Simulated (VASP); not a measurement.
# BeAl15HN16 (a cell with a defect) in VASP: further runs

BeAl15HN16 (a cell with a defect) is run at these levels: PBE; tasks: single point, relaxation of the atoms.

Program: VASP 6.6.1. These are calculated values, not measurements. Logs are shortened: lines on timing, memory, paths and dates and some standing lists are left out, and cuts for length are marked.

## Step 1: The cell of the first run

The cell holds a defect, 33 atoms: a = 6.260 Å, b = 6.260 Å, c = 10.035 Å, α = 90.00°, β = 90.00°, γ = 120.00°.

## Step 2: Single point, PBE, collinear spin

File INCAR:

```
ALGO     = Normal         # electronic algorithm
EDIFF    = 1E-7           # SCF threshold, eV
ENCUT    = 520            # plane-wave cutoff, eV
GGA      = PE             # functional
ISIF     = 2              # what is computed and relaxed
ISMEAR   = 0              # smearing method
ISPIN    = 2              # spin polarisation
LASPH    = T              # aspherical terms in the spheres
LCHARG   = F              # write CHGCAR
LORBIT   = 11             # projections on sites
LREAL    = Auto         
LWAVE    = F              # write WAVECAR
MAGMOM   = 0 0 0 0 0 0 0 0 0 0 0 0 0 0 0 0 0.01 0.04 0.06 0.06 0.07 0.06 0.04 0.03 0.08 0.05 0.05 0.05 0.04 0.04 0.06 0.06 0 # initial moments
NBANDS   = 90             # bands
NELECT   = 127.0        
NELM     = 150            # most SCF steps
NUPDOWN  = 1.0            # fixed moment
PREC     = Accurate       # precision mode
SIGMA    = 0.01           # smearing width, eV
```

File KPOINTS:

```
Automatic mesh
0
Gamma
  1 1 1
  0.25 0.25 0.25
```

File POSCAR:

```
BeAl15HN16
1.0
    6.2595139102      0.0000000601      0.0000000000
   -3.1297570100      5.4208980298      0.0000000000
    0.0000000000      0.0000000000     10.0348065900
Al Be N H
15 1 16 1
Direct
    0.3315826614      0.1686534291      0.2408502377
    0.3294516374      0.1703717438      0.7462393612
    0.1644578708      0.3363043278      0.9979602582
    0.3298066318      0.6607338756      0.2529729702
    0.1532551953      0.8182073304      0.5052049636
    0.3321233630      0.6665138083      0.7479424337
    0.1658432198      0.8340111604      0.9978172856
    0.8380681747      0.1693809754      0.2527182754
    0.6799276847      0.3456354251      0.5045127895
    0.8342051789      0.1687258486      0.7477667662
    0.6659984434      0.3345088216      0.9980270723
    0.8332346401      0.6665114175      0.2484995849
    0.6648971989      0.8325454588      0.5008644202
    0.8313907177      0.6697764113      0.7524982167
    0.6640408338      0.8361724862      1.0010805833
    0.1370116244      0.3581336210      0.5137142057
    0.3570731578      0.1423635653      0.4305194001
    0.1673297107      0.3327943927      0.1885497125
    0.3304651758      0.1707025260      0.9393962696
    0.1663652542      0.3355403700      0.6832769509
    0.3217144311      0.6520152802      0.4455076750
    0.1682651606      0.8305253702      0.1893413191
    0.3317457311      0.6700047129      0.9389479147
    0.1649403037      0.8334285218      0.6924614329
    0.8477826862      0.1780375284      0.4455872771
    0.6702214569      0.3325071605      0.1889771641
    0.8315071172      0.1698914984      0.9389645146
    0.6676688678      0.3364248075      0.6924030244
    0.8305795856      0.6691406653      0.4392122065
    0.6665532384      0.8335890533      0.1932117476
    0.8301756450      0.6708194619      0.9423923389
    0.6677367989      0.8347034443      0.6910041146
    0.4481826030      0.0477235006      0.3998235128
```

Potentials or basis: VASP PAW PBE potentials, release 64 (Al, Be, N, H).

On the command line:

```
> cat potpaw_PBE.64/Al/POTCAR potpaw_PBE.64/Be/POTCAR potpaw_PBE.64/N/POTCAR potpaw_PBE.64/H/POTCAR > POTCAR
> mpirun -np 1 vasp_std > vasp.out
```

OUTCAR:

```text
EDIFF = 1E-7
   ENCUT = 520
   GGA = PE
   ISIF = 2
   ISMEAR = 0
   ISPIN = 2
   LASPH = T
   LORBIT = 11
   LREAL = Auto
   NELECT = 127.0
   NELM = 150
   NUPDOWN = 1.0
   PREC = Accurate

 ion  position               nearest neighbor table
   1  0.332  0.169  0.241-  18 1.86  22 1.90  26 1.91  17 1.92  33 2.05  11 3.04   3 3.04   7 3.04
                             4 3.09   8 3.09  12 3.13  12 3.13   8 3.17   4 3.18   9 3.25   5 3.26
   2  0.329  0.170  0.746-  20 1.89  24 1.90  28 1.91  19 1.94   9 3.08   5 3.08  10 3.09   6 3.10
                             3 3.10   7 3.11  11 3.12  14 3.13  14 3.13   6 3.16  10 3.16
   3  0.164  0.336  0.998-  19 1.89  27 1.90  23 1.90  18 1.91   1 3.04   6 3.08  10 3.08   2 3.10
                             4 3.11   8 3.11   7 3.11  11 3.11  15 3.13  15 3.13  11 3.15   7 3.15
   4  0.330  0.661  0.253-  18 1.89  22 1.91  30 1.92  21 1.93   8 3.08  13 3.08   1 3.09   3 3.11
                            15 3.11   5 3.11  12 3.13  12 3.13   7 3.15   1 3.18   8 3.18
   5  0.153  0.818  0.505-  29 1.87  24 1.88  21 1.91  17 1.93  33 1.98  16 2.83   9 2.96   6 3.03
                            14 3.03   2 3.08  13 3.10  12 3.11   4 3.11  13 3.16   1 3.26   9 3.30
   6  0.332  0.667  0.748-  24 1.89  32 1.91  20 1.91  23 1.92   5 3.03  13 3.07   3 3.08   7 3.09
                             2 3.10  15 3.11  14 3.12  10 3.12  10 3.14  14 3.14   2 3.16
   7  0.166  0.834  0.998-  23 1.88  31 1.90  19 1.92  22 1.92   1 3.04  14 3.06   6 3.09  12 3.09
                             3 3.11  15 3.11   2 3.11  11 3.13  11 3.13   4 3.15  15 3.15   3 3.15
   8  0.838  0.169  0.253-  18 1.90  26 1.90  30 1.92  25 1.94   4 3.08  13 3.09   1 3.09  15 3.11
                             3 3.11   9 3.11  12 3.13  12 3.13  11 3.14   1 3.17   4 3.18
   9  0.680  0.346  0.505-  29 1.87  28 1.89  25 1.91  17 1.92  33 2.00  16 2.82   5 2.96  10 3.03
                            14 3.05   2 3.08  13 3.10  12 3.10   8 3.11  13 3.17   1 3.25   5 3.30
  10  0.834  0.169  0.748-  28 1.90  32 1.90  20 1.91  27 1.92  16 2.88   9 3.03  13 3.08   3 3.08
                             2 3.09  11 3.10  14 3.11   6 3.12  15 3.12   6 3.14  14 3.15   2 3.16
  11  0.666  0.335  0.998-  27 1.89  31 1.91  19 1.91  26 1.92   1 3.04  14 3.06  12 3.09  10 3.10
                            15 3.11   3 3.11   2 3.12   7 3.13   7 3.13   8 3.14   3 3.15  15 3.15
  12  0.833  0.667  0.248-  30 1.89  26 1.91  22 1.91  29 1.91  15 3.09  11 3.09   7 3.09   9 3.10
                             5 3.11  13 3.11   4 3.13   8 3.13   1 3.13   1 3.13   8 3.13   4 3.13
  13  0.665  0.833  0.501-  29 1.89  32 1.91  21 1.94  25 1.95   6 3.07  10 3.08   4 3.08   8 3.09
                            14 3.09   9 3.10   5 3.10  12 3.11   5 3.16   9 3.17
  14  0.831  0.670  0.752-  32 1.89  28 1.91  31 1.91  24 1.91   5 3.03   9 3.05   7 3.06  11 3.06
                            15 3.08  13 3.09  10 3.11   6 3.12   2 3.13   2 3.13   6 3.14  10 3.15
  15  0.664  0.836  0.001-  31 1.89  23 1.91  27 1.91  30 1.93  14 3.08  12 3.09   8 3.11   4 3.11
                             7 3.11   6 3.11  11 3.11  10 3.12   3 3.13   3 3.13  11 3.15   7 3.15
  16  0.137  0.358  0.514-  25 1.72  20 1.72  21 1.75   9 2.82   5 2.83  10 2.88
  17  0.357  0.142  0.431-  33 1.05   9 1.92   1 1.92   5 1.93
  18  0.167  0.333  0.189-   1 1.86   4 1.89   8 1.90   3 1.91
  19  0.330  0.171  0.939-   3 1.89  11 1.91   7 1.92   2 1.94
  20  0.166  0.336  0.683-  16 1.72   2 1.89   6 1.91  10 1.91
  21  0.322  0.652  0.446-  16 1.75   5 1.91   4 1.93  13 1.94
[... 729 lines left out ...]
     74      12.5022      0.00000
     75      12.6802      0.00000
 Fermi energy:         5.1775354430

 spin component 2

 k-point     1 :       0.2500    0.2500    0.2500
  band No.  band energies     occupation
      1      -9.7737      1.00000
      2      -8.6485      1.00000
      3      -8.3089      1.00000
      4      -8.0553      1.00000
      5      -7.9784      1.00000
      6      -7.7435      1.00000
[... 457 lines left out ...]
     74      12.5219      0.00000
     75      12.7043      0.00000
 [bands above 75 left out]

------------------------ aborting loop because EDIFF is reached ----------------------------------------

  FORCE on cell =-STRESS in cart. coord.  units (eV):
  Direction    XX          YY          ZZ          XY          YZ          ZX
  --------------------------------------------------------------------------------------
  -------------------------------------------------------------------------------------
  Total      -10.9329936    -13.1779606     -8.5246862     -1.8830734      0.7342188     -0.6015855
  in kB      -51.4433001    -62.0066019    -40.1114283     -8.8604744      3.4547389     -2.8306561
  external PRESSURE =     -51.1871101 kB  Pullay stress =       0.0000000 kB

 VOLUME and BASIS-vectors are now :
 -----------------------------------------------------------------------------
  energy-cutoff  :      520.00
  volume of cell :      340.50
      direct lattice vectors                 reciprocal lattice vectors
     6.259513910  0.000000060  0.000000000     0.159756813  0.092235641  0.000000000
    -3.129757010  5.420898030  0.000000000    -0.000000002  0.184471279  0.000000000
     0.000000000  0.000000000 10.034806590     0.000000000  0.000000000  0.099653141

 POSITION                                       TOTAL-FORCE (eV/Angst)
 -----------------------------------------------------------------------------------
      1.54770      0.91425      2.41689         0.133201     -0.068933     -0.013232
      1.52898      0.92357      7.48837         0.187376     -0.019676      0.075094
     -0.02312      1.82307     10.01434        -0.062886      0.050648      0.007438
     -0.00351      3.58177      2.53853         0.108501     -0.013910     -0.040002
     -1.60149      4.43542      5.06963        -0.116703      0.177008     -0.041034
     -0.00710      3.61310      7.50546         0.112041     -0.033295     -0.027765
[... 25 lines left out ...]
      1.56729      4.52484      6.93409        -0.254000      0.046611      0.015499
      2.65604      0.25870      4.01215         0.148876     -0.070102     -0.041185
 -----------------------------------------------------------------------------------
    total drift:                               -0.011399      0.008989      0.014616

  FREE ENERGIE OF THE ION-ELECTRON SYSTEM (eV)
  ---------------------------------------------------
  free  energy   TOTEN  =      -247.8075267086 eV

  energy  without entropy=     -247.8075267086  energy(sigma->0) =     -247.80752671

 total charge

# of ion       s       p       d       tot
------------------------------------------
    1        0.374   0.429   0.000   0.803
    2        0.369   0.417   0.000   0.786
    3        0.372   0.427   0.000   0.798
    4        0.370   0.417   0.000   0.787
    5        0.374   0.433   0.000   0.807
    6        0.371   0.422   0.000   0.793
[... 25 lines left out ...]
   32        1.233   2.597   0.000   3.830
   33        0.615   0.093   0.000   0.708
--------------------------------------------------
tot         26.320  48.548   0.000  74.869

 magnetization (x)

# of ion       s       p       d       tot
------------------------------------------
    1       -0.001  -0.000   0.000  -0.001
    2       -0.001   0.001   0.000   0.001
    3       -0.001   0.001   0.000   0.000
    4       -0.001   0.003   0.000   0.002
    5       -0.001   0.001   0.000   0.000
    6       -0.001   0.001   0.000   0.000
[... 25 lines left out ...]
   32        0.001   0.055   0.000   0.056
   33       -0.000   0.000   0.000   0.000
--------------------------------------------------
tot          0.001   0.720   0.000   0.722
```

OSZICAR:

```text
N       E                     dE             d eps       ncg     rms          rms(c)
DAV:   1     0.506620624771E+03    0.50662E+03   -0.58512E+04  2160   0.127E+03
DAV:   2    -0.228055428905E+03   -0.73468E+03   -0.70549E+03  2730   0.262E+02
DAV:   3    -0.279715603946E+03   -0.51660E+02   -0.51184E+02  2688   0.744E+01
[... 11 lines left out ...]
DAV:  15    -0.247807523481E+03   -0.34577E-05   -0.35943E-05  2640   0.215E-02    0.108E-02
DAV:  16    -0.247807525501E+03   -0.20197E-05   -0.79994E-06  2752   0.101E-02    0.622E-03
DAV:  17    -0.247807526462E+03   -0.96076E-06   -0.23119E-06  2408   0.596E-03    0.326E-03
DAV:  18    -0.247807526700E+03   -0.23787E-06   -0.63547E-07  2608   0.282E-03    0.164E-03
DAV:  19    -0.247807526709E+03   -0.88967E-08   -0.11127E-07  1664   0.140E-03
   1 F= -.24780753E+03 E0= -.24780753E+03  d E =-.119490E-11  mag=     1.0000
```

stdout:

```text
POSCAR found type information on POSCAR AlBeN H
 POSCAR found :  4 types and      33 ions
 scaLAPACK will be used
 LDA part: xc-table for (Slater+PW92), standard interpolation
 POSCAR, INCAR and KPOINTS ok, starting setup
 FFT: planning ... GRIDC
 FFT: planning ... GRID_SOFT
 FFT: planning ... GRID
 WAVECAR not read
 entering main loop
 the old and the new charge density differ
 old charge density:   128.00000 new  127.00000
    0.323E+01
```

Wall time 16 min (1 thread of Intel Xeon Platinum 8259CL at 2.50GHz (Skylake/Cascade Lake), shared host); peak memory 0.71 GiB.

What came out:

| Item | Value |
| --- | --- |
| Free energy | -247.8075 eV |
| Largest force | 0.344 eV/Å |
| Net moment | 1.00 μB per cell |
| Site moments | Al -0.00, +0.00 (each value once); Be +0.01; N +0.02, +0.04, +0.06, +0.07, +0.05, +0.03 (each value once); H +0.00 μB |
| Valence electrons inside the program's atomic spheres | Al 0.80, 0.79, 0.81, 0.78 (each value once); Be 1.07; N 3.87, 3.84, 3.81, 3.78, 3.82, 3.83, 3.85 (each value once); H 0.71 |

Forces on the atoms (eV/Å):
```
Al   0.133 -0.069 -0.013
Al   0.187 -0.020  0.075
Al  -0.063  0.051  0.007
Al   0.109 -0.014 -0.040
Al  -0.117  0.177 -0.041
Al   0.112 -0.033 -0.028
Al  -0.149  0.147  0.058
Al   0.140 -0.030 -0.007
Al  -0.134  0.049  0.048
Al   0.096  0.013 -0.007
Al  -0.134  0.107 -0.013
Al   0.147 -0.031 -0.014
Al  -0.046  0.127 -0.077
Al   0.147 -0.103  0.049
Al  -0.063  0.101  0.004
Be  -0.027  0.159 -0.193
N    0.007 -0.053  0.189
N   -0.232  0.094 -0.021
N    0.162 -0.143 -0.064
N   -0.238  0.064  0.054
N    0.279 -0.057  0.048
N   -0.177  0.059 -0.018
N    0.182 -0.152  0.004
N   -0.161  0.074 -0.017
N    0.108 -0.327  0.009
N   -0.192  0.062  0.047
N    0.178 -0.162  0.010
N   -0.183  0.051 -0.048
N    0.094 -0.086  0.062
N   -0.220  0.087  0.019
N    0.160 -0.119 -0.057
N   -0.254  0.047  0.015
H    0.149 -0.070 -0.041
```

Caveat: the k points lie up to 0.58 Å⁻¹ apart; the cell carries a net charge on a neutralising background, which shifts energy and pressure; the cell is charged against a uniform background, so pressure and absolute levels hang on convention; the total moment is fixed, so each spin has its own Fermi level and the state may be an excited one.

## Step 3: Relaxation of the atoms, PBE, collinear spin

File INCAR:

```
ALGO     = Normal         # electronic algorithm
EDIFF    = 1E-7           # SCF threshold, eV
EDIFFG   = -0.03          # ionic threshold
ENCUT    = 520            # plane-wave cutoff, eV
GGA      = PE             # functional
GGA_COMPAT= False        
IBRION   = 2              # ionic algorithm
ISIF     = 2              # what is computed and relaxed
ISMEAR   = 0              # smearing method
ISPIN    = 2              # spin polarisation
ISYM     = -1           
LASPH    = True           # aspherical terms in the spheres
LCHARG   = False          # write CHGCAR
LORBIT   = 11             # projections on sites
LREAL    = Auto         
LWAVE    = False          # write WAVECAR
MAGMOM   = 0 0 0 0 0 0 0 0 0 0 0 0 0 0 0 0 0.01 0.04 0.06 0.06 0.07 0.06 0.04 0.03 0.08 0.05 0.05 0.05 0.04 0.04 0.06 0.06 0 # initial moments
NELECT   = 127.0        
NELM     = 200            # most SCF steps
NELMIN   = 4            
NSW      = 100            # ionic steps
NUPDOWN  = 1.0            # fixed moment
PREC     = Accurate       # precision mode
SIGMA    = 0.01           # smearing width, eV
```

File KPOINTS:

```
explicit points
1
Reciprocal
  0.25000000   0.25000000   0.25000000 1
```

File POSCAR:

```
BeAl15HN16
1.0
    6.2595139100      0.0000000600      0.0000000000
   -3.1297570100      5.4208980300      0.0000000000
    0.0000000000      0.0000000000     10.0348065900
Al Be N H
15 1 16 1
Direct
    0.3333333300      0.1666666700      0.2496176900
    0.3333333300      0.1666666700      0.7496176900
    0.1666666700      0.3333333300      0.9996176900
    0.3333333300      0.6666666700      0.2496176900
    0.1666666700      0.8333333300      0.4996176900
    0.3333333300      0.6666666700      0.7496176900
    0.1666666700      0.8333333300      0.9996176900
    0.8333333300      0.1666666700      0.2496176900
    0.6666666700      0.3333333300      0.4996176900
    0.8333333300      0.1666666700      0.7496176900
    0.6666666700      0.3333333300      0.9996176900
    0.8333333300      0.6666666700      0.2496176900
    0.6666666700      0.8333333300      0.4996176900
    0.8333333300      0.6666666700      0.7496176900
    0.6666666700      0.8333333300      0.9996176900
    0.1666666700      0.3333333300      0.4996176900
    0.3333333300      0.1666666700      0.4403823100
    0.1666666700      0.3333333300      0.1903823100
    0.3333333300      0.1666666700      0.9403823100
    0.1666666700      0.3333333300      0.6903823100
    0.3333333300      0.6666666700      0.4403823100
    0.1666666700      0.8333333300      0.1903823100
    0.3333333300      0.6666666700      0.9403823100
    0.1666666700      0.8333333300      0.6903823100
    0.8333333300      0.1666666700      0.4403823100
    0.6666666700      0.3333333300      0.1903823100
    0.8333333300      0.1666666700      0.9403823100
    0.6666666700      0.3333333300      0.6903823100
    0.8333333300      0.6666666700      0.4403823100
    0.6666666700      0.8333333300      0.1903823100
    0.8333333300      0.6666666700      0.9403823100
    0.6666666700      0.8333333300      0.6903823100
    0.4236020000      0.0763980000      0.4082460000
```

Potentials or basis: VASP PAW PBE potentials, release 64 (Al, Be, N, H).

On the command line:

```
> cat potpaw_PBE.64/Al/POTCAR potpaw_PBE.64/Be/POTCAR potpaw_PBE.64/N/POTCAR potpaw_PBE.64/H/POTCAR > POTCAR
> mpirun -np 1 vasp_std > vasp.out
```

Run time: 85 min. Hardware: 1 thread of Intel Xeon 8259CL, shared host; peak memory 0.6 GiB.

Results (log left out):

* Free energy: -247.7973 eV
* Energy gained by relaxing: 29.4 meV/atom
* Ionic steps: 26
* Largest force after relaxing: 0.027 eV/Å
* Net moment: 1.00 μB per cell
* Site moments: Al -0.00, +0.00 (each value once); Be +0.01; N +0.02, +0.04, +0.05, +0.06, +0.03, +0.07 (each value once); H +0.00 μB
* Valence electrons inside the program's atomic spheres: Al 0.80, 0.79, 0.81, 0.78 (each value once); Be 1.07; N 3.87, 3.84, 3.81, 3.78, 3.82, 3.83, 3.85 (each value once); H 0.71

Forces on the atoms (eV/Å):
```
Al   0.003 -0.006 -0.004
Al   0.000 -0.002 -0.003
Al  -0.014  0.012  0.005
Al   0.007 -0.003  0.004
Al   0.009  0.002  0.007
Al  -0.010  0.000 -0.009
Al   0.006 -0.001  0.013
Al   0.008 -0.008  0.002
Al  -0.002  0.000  0.001
Al  -0.003  0.011 -0.010
Al  -0.001 -0.004  0.001
Al   0.013 -0.003 -0.010
Al   0.005 -0.010 -0.012
Al  -0.018  0.015  0.013
Al  -0.005  0.000  0.009
Be  -0.006  0.001 -0.007
N   -0.005  0.002  0.019
N    0.010 -0.008  0.004
N   -0.009  0.000  0.008
N    0.007 -0.003 -0.019
N   -0.004 -0.010  0.001
N    0.013  0.002  0.006
N   -0.004  0.009 -0.017
N   -0.013  0.001  0.003
N    0.009  0.004 -0.001
N    0.004 -0.016  0.010
N   -0.004 -0.001 -0.003
N   -0.004  0.014 -0.003
N    0.009 -0.003 -0.010
N    0.008 -0.005  0.005
N    0.000  0.001  0.017
N   -0.013  0.010 -0.012
H    0.005 -0.002 -0.010
```

The path:
| step | energy change (eV) | largest force (eV/Å) | pressure (GPa) |
| --- | --- | --- | --- |
| 1 | 0.0000 | 3.3474 | -5.40 |
| 2 | -0.4772 | 2.5390 | -5.82 |
| 3 | -0.6057 | 1.8045 | -5.88 |
| 4 | -0.6981 | 2.3792 | -5.33 |
| 5 | -0.7225 | 1.1547 | -5.54 |
| 6 | -0.7965 | 0.5038 | -5.78 |
| 7 | -0.7979 | 0.6455 | -5.81 |
| 8 | -0.8363 | 0.4504 | -5.75 |
| 9 | -0.8439 | 0.6741 | -5.70 |
| 10 | -0.8762 | 0.3821 | -5.72 |
| 11 | -0.8907 | 0.8567 | -5.73 |
| 12 | -0.9162 | 0.3734 | -5.56 |
| 13 | -0.9240 | 0.3140 | -5.38 |
| 14 | -0.9372 | 0.2387 | -5.35 |
| 15 | -0.9467 | 0.2058 | -5.27 |
| 16 | -0.9567 | 0.1445 | -5.16 |
| 17 | -0.9591 | 0.3016 | -5.07 |
| 18 | -0.9631 | 0.2073 | -5.13 |
| 19 | -0.9633 | 0.1061 | -5.12 |
| 20 | -0.9654 | 0.0705 | -5.09 |
| 21 | -0.9657 | 0.0662 | -5.07 |
| 22 | -0.9670 | 0.0442 | -5.08 |
| 23 | -0.9675 | 0.1117 | -5.09 |
| 24 | -0.9683 | 0.0505 | -5.06 |
| 25 | -0.9683 | 0.0706 | -5.06 |
| 26 | -0.9687 | 0.0266 | -5.07 |

Final structure:
```
Al Be N H
1.0
     6.25951    0.00000    0.00000
    -3.12976    5.42090    0.00000
     0.00000    0.00000   10.03481
Al Be N H
15 1 16 1
Direct
  0.33128 0.16920 0.24085
  0.32960 0.16992 0.74631
  0.16457 0.33587 0.99793
  0.32936 0.66132 0.25288
  0.15327 0.81830 0.50509
  0.33247 0.66608 0.74815
  0.16573 0.83382 0.99775
  0.83773 0.17000 0.25257
  0.67998 0.34569 0.50456
  0.83439 0.16801 0.74797
  0.66612 0.33444 0.99799
  0.83269 0.66712 0.24867
  0.66475 0.83280 0.50099
  0.83187 0.66892 0.75226
  0.66410 0.83594 0.00095
  0.13741 0.35833 0.51373
  0.35703 0.14266 0.43042
  0.16703 0.33334 0.18849
  0.33066 0.17043 0.93928
  0.16649 0.33514 0.68357
  0.32192 0.65254 0.44539
  0.16762 0.83098 0.18924
  0.33171 0.66967 0.93913
  0.16550 0.83303 0.69238
  0.84761 0.17816 0.44556
  0.66998 0.33331 0.18890
  0.83156 0.16966 0.93908
  0.66776 0.33549 0.69242
  0.83040 0.66933 0.43941
  0.66617 0.83417 0.19309
  0.83023 0.67060 0.94212
  0.66808 0.83402 0.69124
  0.44852 0.04807 0.39989
```

Caveat: the cell carries a net charge on a neutralising background, which shifts energy and pressure; the cell is charged against a uniform background, so pressure and absolute levels hang on convention; the total moment is fixed, so each spin has its own Fermi level and the state may be an excited one.
